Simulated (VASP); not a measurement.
A run of VASP 6.6.1 is set up as follows.

INCAR

```
SYSTEM = Mg
PREC = Accurate ; ENCUT = 520
EDIFF = 1E-6 ; ISMEAR = 0
SIGMA = 0.15 ; LREAL = .FALSE.
LASPH = .TRUE. ; NELM = 80
ALGO = Fast ; ISIF = 2
LWAVE = .FALSE. ; LCHARG = .TRUE.
LELF = .TRUE. ; LVHAR = .TRUE.
NBANDS = 7
```

File KPOINTS:

```
Automatic mesh
0
G
  18 18 16
  0 0 0
```

The input POSCAR:

```
Mg
1.0
    3.0960542975      0.0000000000      0.0000000000
   -1.5480271488      2.6812616731      0.0000000000
    0.0000000000      0.0000000000      3.1361826971
Mg
1
Direct
    0.0000000000      0.0000000000      0.0000000000
```

Potentials or basis: VASP PAW LDA potentials, release 64 (Mg).

The run is started by

```console
$ cat potpaw_LDA.64/Mg/POTCAR > POTCAR
$ mpirun -np 1 vasp_std > vasp.out
```

Task: What does it give for the band gap on the k mesh?

Result: Zero (band 1 reaches 4.68 eV, above the bottom of band 2 at -0.37 eV).

Task: What does it give for the pressure?

Result: -2.1 GPa.

Stress tensor (GPa, compression positive):
```
-2.06  0.00  0.00
 0.00 -2.06  0.00
 0.00  0.00 -2.29
```

Caveat: the cell differs from its parent crystal (strain +0.015 along x and y, +0.030 along z).
